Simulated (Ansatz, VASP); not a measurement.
# One calculation of Te2Mo, two programs

```
Mo Te
1.0
     3.54213    0.00000    0.00000
    -1.77107    3.06758    0.00000
     0.00000    0.00000   13.89314
Mo Te
2 4
Direct
  0.33333 0.66667 0.25000
  0.66667 0.33333 0.75000
  0.66667 0.33333 0.37887
  0.66667 0.33333 0.12113
  0.33333 0.66667 0.87887
  0.33333 0.66667 0.62113
```

Change from the starting cell: uniaxial_z strain -2.0%.

Alike in both runs: task single point; functional PBE; k mesh 12 × 12 × 2; occupations fermi-dirac, width 0.02 eV; no spin polarisation.

|  | VASP | Ansatz |
| --- | --- | --- |
| version | VASP 6.6.1 | Ansatz 0.2.0 |
| potentials or method | VASP PAW PBE potentials, release 64 (Mo_sv, Te) | plane waves, PAW |
| plane-wave cutoff (eV) | 520 | 420 |
| valence electrons in the cell | 52 | 92 |

```csv
,VASP,Ansatz,Ansatz less VASP
pressure (GPa),2.4,2.4,+0.02
"traceless stress, the component that is largest in VASP (GPa)",1.34,1.28,-0.056
rms of the force components (eV/Å),0.108,0.100,-0.0073
```

Atom by atom the forces differ by 0.007 eV/Å (rms over components). With one functional, cell and mesh, what is left measures potentials, basis and numerics. VASP's potentials hold 52 valence electrons a cell and Ansatz's 92, so a difference there can come from the potentials and not from the codes.

Spin-orbit coupling is off throughout.
